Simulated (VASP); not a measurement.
# Na: single point with PBEsol

Na:

```xyz
1
Lattice="3.3870 0.0000 0.0000 0.0000 3.3870 0.0000 0.0000 0.0000 3.3870" Properties=species:S:1:pos:R:3 pbc="T T T"
Na    0.0000    0.0000    0.0000
```

- Program: VASP 6.6.1
- Task: single point
- Functional: PBEsol
- Potentials or basis: VASP PAW PBE potentials, release 64 (Na_pv)
- Cutoff: 520 eV
- k mesh: 10 × 10 × 10
- Occupations: fermi-dirac, width 0.136057 eV
- Spin: no spin polarisation
- Dipole correction: no
- Further INCAR settings: ALGO = Normal; EDIFF = 1e-06; NBANDS = 10

The pressure is 0.0 GPa.

Levels at points of the mesh, in eV from the Fermi level:
```csv
k point,band 1,band 2,band 3,band 4,band 5,band 6,band 7,band 8
"(0.00, 0.00, 0.00)",-25.02,-25.02,-25.02,-3.22,8.27,8.27,9.60,9.60
"(0.50, 0.00, 0.00)",-25.08,-25.02,-25.02,-0.01,0.17,10.58,11.99,11.99
"(0.50, 0.50, 0.00)",-25.07,-25.07,-25.02,2.96,2.96,3.15,4.05,14.34
"(0.50, 0.50, 0.50)",-25.06,-25.06,-25.06,5.85,5.85,5.85,6.00,6.00
```

Run time: 5.5 s on 1 thread of Intel(R) Xeon(R) 6975P-C (Granite Rapids) (shared host), peak memory 0.15 GiB.

Caveat: the PAW data sets were made with another functional, which shifts forces and pressure a little.
